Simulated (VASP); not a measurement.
# GaAs (F-43m) in VASP: a series of runs

GaAs is run at these levels: PBE, PBE+D3(BJ), PBEsol+U; tasks: single point.

Everything below comes from runs of VASP 6.6.1. Logs are shortened: lines on timing, memory, paths and dates and some standing lists are left out, and cuts for length are marked.

## Step 1: The cell of the first run

It takes space group F-43m (No. 216, cubic). Conventional cell: a = 5.750 Å, b = 5.750 Å, c = 5.750 Å, α = 90.00°, β = 90.00°, γ = 90.00°. Within 3.3 Å of Ga (site symmetry -43m) lie 4 As at 2.49 Å. As (site symmetry -43m) has 4 Ga at 2.49 Å within 3.3 Å.

## Step 2: Single point, PBE

The input, INCAR:

```
SYSTEM = GaAs
ALGO = Normal
EDIFF = 1E-7
ENCUT = 520
GGA = PE
ISIF = 2
ISMEAR = 0
LASPH = .True.
LCHARG = .False.
LREAL = .False.
LWAVE = .False.
NBANDS = 16
NELM = 100
PREC = Accurate
SIGMA = 0.1
```

The input, KPOINTS:

```
k-points
0
Gamma
  2 2 2
  0 0 0
```

The input, POSCAR:

```
GaAs
1.0
    0.0000000000      2.8750910496      2.8750910496
    2.8750910496      0.0000000000      2.8750910496
    2.8750910496      2.8750910496      0.0000000000
Ga As
1 1
Direct
    0.0000000000      0.0000000000      0.0000000000
    0.2500000000      0.2500000000      0.2500000000
```

Potentials or basis: VASP PAW PBE potentials, release 64 (Ga_d, As).

Started as:

```
$ cat potpaw_PBE.64/Ga_d/POTCAR potpaw_PBE.64/As/POTCAR > POTCAR
$ mpirun -np 1 vasp_std > vasp.out
```

OUTCAR:

```text
SYSTEM = GaAs
   EDIFF = 1E-7
   ENCUT = 520
   GGA = PE
   ISIF = 2
   ISMEAR = 0
   LASPH = .True.
   LREAL = .False.
   NELM = 100
   PREC = Accurate

 ion  position               nearest neighbor table
   1  0.000  0.000  0.000-   2 2.49   2 2.49   2 2.49   2 2.49
   2  0.250  0.250  0.250-   1 2.49   1 2.49   1 2.49   1 2.49

  LATTYP: Found a face centered cubic cell.
 ALAT       =     5.7501820992

  Lattice vectors:

 A1 = (   0.0000000000,   2.8750910496,   2.8750910496)
 A2 = (   2.8750910496,   0.0000000000,   2.8750910496)
 A3 = (   2.8750910496,   2.8750910496,   0.0000000000)

Analysis of symmetry for initial positions (statically):
=====================================================================
 Subroutine PRICEL returns:
 Original cell was already a primitive cell.

 Routine SETGRP: Setting up the symmetry group for a
 face centered cubic supercell.

 Subroutine GETGRP returns: Found 24 space group operations
 (whereof 24 operations were pure point group operations)
 out of a pool of 48 trial point group operations.

The static configuration has the point symmetry T_d .

Analysis of symmetry for dynamics (positions and initial velocities):
=====================================================================
 Subroutine PRICEL returns:
 Original cell was already a primitive cell.

 Routine SETGRP: Setting up the symmetry group for a
 face centered cubic supercell.

 Subroutine GETGRP returns: Found 24 space group operations
 (whereof 24 operations were pure point group operations)
 out of a pool of 48 trial point group operations.

The dynamic configuration has the point symmetry T_d .

 Subroutine INISYM returns: Found 24 space group operations
 (whereof 24 operations are pure point group operations),
 and found     1 'primitive' translations

----------------------------------------------------------------------------------------

                                     Primitive cell

  volume of cell :      47.5319

  direct lattice vectors                    reciprocal lattice vectors
     0.000000000  2.875091050  2.875091050    -0.173907536  0.173907536  0.173907536
     2.875091050  0.000000000  2.875091050     0.173907536 -0.173907536  0.173907536
     2.875091050  2.875091050  0.000000000     0.173907536  0.173907536 -0.173907536

  length of vectors
     4.065992755  4.065992755  4.065992755     0.301216688  0.301216688  0.301216688

  position of ions in fractional coordinates (direct lattice)
     0.000000000  0.000000000  0.000000000
     0.250000000  0.250000000  0.250000000

  ion indices of the primitive-cell ions
   primitive index   ion index
                 1           1
                 2           2

----------------------------------------------------------------------------------------

 KPOINTS: k-points

Automatic generation of k-mesh.
 Grid dimensions read from file:
 generate k-points for:    2    2    2

 Generating k-lattice:

  Cartesian coordinates                     Fractional coordinates (reciprocal lattice)
    -0.086953768  0.086953768  0.086953768     0.500000000  0.000000000  0.000000000
     0.086953768 -0.086953768  0.086953768     0.000000000  0.500000000  0.000000000
     0.086953768  0.086953768 -0.086953768     0.000000000  0.000000000  0.500000000

  Length of vectors
     0.150608344  0.150608344  0.150608344

  Shift w.r.t. Gamma in fractional coordinates (k-lattice)
     0.000000000  0.000000000  0.000000000

 Subroutine IBZKPT returns following result:
 ===========================================

 Found      3 irreducible k-points:

 Following reciprocal coordinates:
            Coordinates               Weight
  0.000000  0.000000  0.000000      1.000000
  0.500000  0.000000  0.000000      4.000000
  0.500000  0.500000  0.000000      3.000000
   k-points           NKPTS =      3   k-points in BZ     NKDIM =      3   number of bands    NBANDS=     16
   number of dos      NEDOS =    301   number of ions     NIONS =      2
   total plane-waves  NPLWV =  27000
   dimension x,y,z NGX =    30 NGY =   30 NGZ =   30
   dimension x,y,z NGXF=    60 NGYF=   60 NGZF=   60
   ions per type =               1   1
   NGX,Y,Z   is equivalent  to a cutoff of  12.27, 12.27, 12.27 a.u.
   NGXF,Y,Z  is equivalent  to a cutoff of  24.53, 24.53, 24.53 a.u.
 SYSTEM =  GaAs
   PREC   = accura    normal or accurate (medium, high low for compatibility)
   ISTART =      0    job   : 0-new  1-cont  2-samecut
   ICHARG =      2    charge: 1-file 2-atom 10-const
   ISPIN  =      1    spin polarized calculation?
   LNONCOLLINEAR =      F non collinear calculations
   LSORBIT =      F    spin-orbit coupling
   LASPH  =      T    aspherical Exc in radial PAW
   ENCUT  =  520.0 eV  38.22 Ry    6.18 a.u.   7.56  7.56  7.56*2*pi/ulx,y,z
   NELM   =    100;   NELMIN=  2; NELMDL= -5     # of ELM steps
   EDIFF  = 0.1E-06   stopping-criterion for ELM
   LREAL  =      F    real-space projection
   EDIFFG = 0.1E-05   stopping-criterion for IOM
   NSW    =      0    number of steps for IOM
   IBRION =     -1    ionic relax: 0-MD 1-quasi-New 2-CG
   NFREE  =      0    steps in history (QN), initial steepest desc. (CG)
   ISIF   =      2    stress and relaxation
   ISYM   =      2    0-nonsym 1-usesym 2-fastsym
   POTIM  = 0.5000    time-step for ionic-motion
   TEBEG  =    0.0;   TEEND  =   0.0 temperature during run
   PSTRESS=    0.0 pullay stress
   NELECT =      18.0000    total number of electrons
   NUPDOWN=      -1.0000    fix difference up-down
   EMIN   =  10.00;   EMAX   =-10.00  energy-range for DOS
   EFERMI =   0.00;   METHOD = LEGACY
   ISMEAR =     0;   SIGMA  =   0.10  broadening in eV -4-tet -1-fermi 0-gaus
   EFERMI_NEDOS =   21; number of points for ismear=-14 and -15
   IALGO  =     38    algorithm
   IMIX   =      4    mixing-type and parameters
     AMIX     =   0.40;   BMIX     =  1.00
     AMIX_MAG =   1.60;   BMIX_MAG =  1.00
  volume/ion in A,a.u.               =      23.77       160.38
  Fermi-wavevector in a.u.,A,eV,Ry     =   1.184415  2.238221 19.086796  1.402840
  Thomas-Fermi vector in A             =   2.320630
   LORBIT       =      0    0 simple, 1 ext, 2 COOP (PROOUT), +10 PAW based schemes
   GGA     = PE    functional components
   LHFCALC =     F    Hartree Fock is set to
   AEXX    =    0.0000 exact exchange contribution
   IVDW    =     0    specifies the selected vdW correction
   LEPSILON=     F    determine dielectric tensor
   LRPA    =     F    only Hartree local field effects (RPA)
 non-spin polarized calculation
 Gauss-broadening in eV      SIGMA  =   0.10
  energy-cutoff  :      520.00
  volume of cell :       47.53
 maximum number of plane-waves:      1298
   NGX = 15   NGY = 15   NGZ = 15

 number of electron      17.9999988 magnetization

 Free energy of the ion-electron system (eV)
  ---------------------------------------------------
  ext. energy  EPLUGINS =         0.00000000
  ---------------------------------------------------
  free energy    TOTEN  =        -5.93190335 eV

  energy without entropy =       -5.91233820  energy(sigma->0) =       -5.92212077

 E-fermi :   3.8713     XC(G=0):  -9.1601

 val. band max:        3.7990116850   @ k =   0.0000   0.0000   0.0000
 cond. band min:       3.8783796141   @ k =   0.0000   0.0000   0.0000
 fundamental gap:      0.0793679291
 Fermi energy:         3.8712885950

 k-point     1 :       0.0000    0.0000    0.0000
  band No.  band energies     occupation
      1     -11.2207      2.00000
      2     -11.2207      2.00000
      3     -11.2207      2.00000
      4     -11.1608      2.00000
      5     -11.1608      2.00000
      6      -8.5856      2.00000
      7       3.7990      1.69330
      8       3.7990      1.69329
      9       3.7990      1.69329
     10       3.8784      0.92012
     11       7.2966      0.00000
     12       7.2966      0.00000
     13       7.2966      0.00000
     14      11.2044      0.00000
     15      13.6093      0.00000
     16      13.6093      0.00000

 k-point     2 :       0.5000    0.0000    0.0000
  band No.  band energies     occupation
      1     -11.2747      2.00000
      2     -11.2054      2.00000
      3     -11.2054      2.00000
      4     -11.1570      2.00000
      5     -11.1570      2.00000
      6      -6.9295      2.00000
      7      -2.7137      2.00000
      8       2.6862      2.00000
      9       2.6862      2.00000
     10       4.5455      0.00000
     11       8.2217      0.00000
     12       8.2217      0.00000
     13      11.4201      0.00000
     14      13.8918      0.00000
     15      15.2808      0.00000
     16      15.2808      0.00000

 k-point     3 :       0.5000    0.5000    0.0000
  band No.  band energies     occupation
      1     -11.3017      2.00000
      2     -11.1808      2.00000
      3     -11.1808      2.00000
      4     -11.1807      2.00000
      5     -11.1501      2.00000
      6      -6.2120      2.00000
      7      -2.9633      2.00000
      8       1.2111      2.00000
      9       1.2111      2.00000
     10       5.1913      0.00000
     11       5.3645      0.00000
     12      13.4434      0.00000
     13      13.4434      0.00000
     14      14.4199      0.00000
     15      16.4561      0.00000
     16      16.8173      0.00000

------------------------ aborting loop because EDIFF is reached ----------------------------------------

  FORCE on cell =-STRESS in cart. coord.  units (eV):
  Direction    XX          YY          ZZ          XY          YZ          ZX
  --------------------------------------------------------------------------------------
  -------------------------------------------------------------------------------------
  Total        2.3722203      2.3722203      2.3722203      0.0000000     -0.0000000     -0.0000000
  in kB       79.9614743     79.9614743     79.9614743      0.0000000     -0.0000000     -0.0000000
  external PRESSURE =      79.9614743 kB  Pullay stress =       0.0000000 kB

 VOLUME and BASIS-vectors are now :
 -----------------------------------------------------------------------------
  energy-cutoff  :      520.00
  volume of cell :       47.53
      direct lattice vectors                 reciprocal lattice vectors
     0.000000000  2.875091050  2.875091050    -0.173907536  0.173907536  0.173907536
     2.875091050  0.000000000  2.875091050     0.173907536 -0.173907536  0.173907536
     2.875091050  2.875091050  0.000000000     0.173907536  0.173907536 -0.173907536

 POSITION                                       TOTAL-FORCE (eV/Angst)
 -----------------------------------------------------------------------------------
      0.00000      0.00000      0.00000        -0.000000     -0.000000     -0.000000
      1.43755      1.43755      1.43755         0.000000      0.000000      0.000000
 -----------------------------------------------------------------------------------
    total drift:                                0.000002      0.000002      0.000002

  FREE ENERGIE OF THE ION-ELECTRON SYSTEM (eV)
  ---------------------------------------------------
  free  energy   TOTEN  =        -5.9319033528 eV

  energy  without entropy=       -5.9123381968  energy(sigma->0) =       -5.92212077
```

It took 8.3 s on 1 thread of AMD EPYC 7R13 (Zen 3), shared host; peak memory 0.13 GiB.

Results:

| Quantity | Value |
| --- | --- |
| Free energy | -5.9319 eV |
| Pressure | 8.0 GPa |
| Band gap on the k mesh | 0.08 eV, direct |

Caveat: the k points lie up to 0.95 Å⁻¹ apart.

## Step 3: Single point, PBE+D3(BJ), collinear spin, zero start

The input, INCAR:

```
SYSTEM = GaAs
  ALGO = Normal
  EDIFF = 1E-6
  ENCUT = 520
  GGA = PE
  ISIF = 2
  ISMEAR = 0
  ISPIN = 2
  IVDW = 12
  LASPH = .True.
  LCHARG = .False.
  LORBIT = 11
  LREAL = .False.
  LWAVE = .False.
  MAGMOM = 0 0
  NBANDS = 20
  NELM = 150
  PREC = Accurate
  SIGMA = 0.1
```

KPOINTS is that of step 2.

POSCAR is that of step 2.

Potentials or basis: VASP PAW PBE potentials, release 64 (Ga_d, As).

Started as:

```
$ cat potpaw_PBE.64/Ga_d/POTCAR potpaw_PBE.64/As/POTCAR > POTCAR
$ mpirun -np 1 vasp_std > vasp.out
```

It took 17 s on 1 thread of AMD EPYC 7R13 (Zen 3), shared host; peak memory 0.16 GiB.

It converged, with:

```yaml
Free_energy: -6.5468 eV
Pressure: 5.7 GPa
Band_gap_on_the_k_mesh: 0.08 eV, direct
Net_moment: 0.00 μB per cell
Valence_electrons_inside_the_program's_atomic_spheres: Ga 11.62; As 2.89
Dispersion_energy_per_atom: -0.307 eV
```

Levels at points of the mesh, in eV from the valence-band top:
Spin up:
```csv
k point,band 6,band 7,band 8,band 9,band 10,band 11,band 12,band 13
"(0.00, 0.00, 0.00)",-12.38,0.00,0.00,0.00,0.08,3.50,3.50,3.50
"(0.50, 0.00, 0.00)",-10.73,-6.51,-1.11,-1.11,0.75,4.42,4.42,7.62
"(0.50, 0.50, 0.00)",-10.01,-6.76,-2.59,-2.59,1.39,1.57,9.64,9.64
```
Spin down:
| k point | band 6 | band 7 | band 8 | band 9 | band 10 | band 11 | band 12 | band 13 |
| --- | --- | --- | --- | --- | --- | --- | --- | --- |
| (0.00, 0.00, 0.00) | -12.38 | 0.00 | 0.00 | 0.00 | 0.08 | 3.50 | 3.50 | 3.50 |
| (0.50, 0.00, 0.00) | -10.73 | -6.51 | -1.11 | -1.11 | 0.75 | 4.42 | 4.42 | 7.62 |
| (0.50, 0.50, 0.00) | -10.01 | -6.76 | -2.59 | -2.59 | 1.39 | 1.57 | 9.64 | 9.64 |

Caveat: the k points lie up to 0.95 Å⁻¹ apart.

## Step 4: Single point, PBEsol+U

The input, INCAR:

```
PREC = Accurate
ENCUT = 520
EDIFF = 1E-7
ISMEAR = -1
SIGMA = 0.021
LREAL = False
LASPH = True
NELM = 150
ALGO = Normal
ISIF = 2
LWAVE = False
LCHARG = False
LDAU = True
LDAUTYPE = 2
LDAUL = 2 -1
LDAUU = 4.5 0
LDAUJ = 0 0
LDAUPRINT = 1
GGA = PS
NBANDS = 16
```

The input, KPOINTS:

```
Automatic mesh
0
Gamma
  2 2 2
```

POSCAR is that of step 3.

Started as:

```
$ cat potpaw_PBE.64/Ga_d/POTCAR potpaw_PBE.64/As/POTCAR > POTCAR
$ mpirun -np 1 vasp_std > vasp.out
```

It took 10 s on 1 thread of AMD EPYC 7R13 (Zen 3), shared host; peak memory 0.13 GiB.

The run converged. Its results:

| Property | Result |
| --- | --- |
| Free energy | -6.7368 eV |
| Pressure | 0.9 GPa |

Levels at points of the mesh, in eV from the Fermi level:
| k point | band 5 | band 6 | band 7 | band 8 | band 9 | band 10 | band 11 | band 12 | band 13 | band 14 |
| --- | --- | --- | --- | --- | --- | --- | --- | --- | --- | --- |
| (0.00, 0.00, 0.00) | -17.11 | -12.36 | -0.08 | -0.08 | -0.08 | 0.06 | 3.46 | 3.46 | 3.46 | 7.23 |
| (0.50, 0.00, 0.00) | -17.11 | -10.74 | -6.52 | -1.13 | -1.13 | 0.66 | 4.26 | 4.26 | 7.40 | 10.00 |
| (0.50, 0.50, 0.00) | -17.10 | -10.02 | -6.77 | -2.57 | -2.57 | 1.19 | 1.40 | 9.56 | 9.56 | 10.55 |

Eigenvalues of the final occupation matrices:
```
    site  spin  trace               eigenvalues
site 1 d     1   5.03  1.00 1.00 1.01 1.01 1.01
site 1 d     2   5.03  1.00 1.00 1.01 1.01 1.01
```

Caveat: the k points lie up to 0.95 Å⁻¹ apart; the PAW data sets were made with another functional, which shifts forces and pressure a little; U without spin polarisation on a metal has little footing; the U is typed as a test and isn't derived for this compound.

## Step 5: Overview

```csv
level,spin,U,smearing,gap on the mesh (eV),pressure (GPa)
PBE,off,-,gaussian 0.1 eV,0.08,8.0
PBE+D3(BJ),"collinear, zero start",-,gaussian 0.1 eV,0.08,5.7
PBEsol+U,off,Ga d U = 4.5 eV,fermi-dirac 0.021 eV,-,0.9
```

Alike in all rows: task single point; potentials or basis VASP PAW PBE potentials, release 64 (Ga_d, As); cell as given; k mesh 2 × 2 × 2; cutoff (eV) 520.

Caveats: all runs use coarse meshes; the PAW data sets were made with another functional, which shifts forces and pressure a little (some runs); U without spin polarisation on a metal has little footing (some runs); the U is typed as a test and isn't derived for this compound (some runs).

Absolute energies hang on the potentials; compare differences alone.
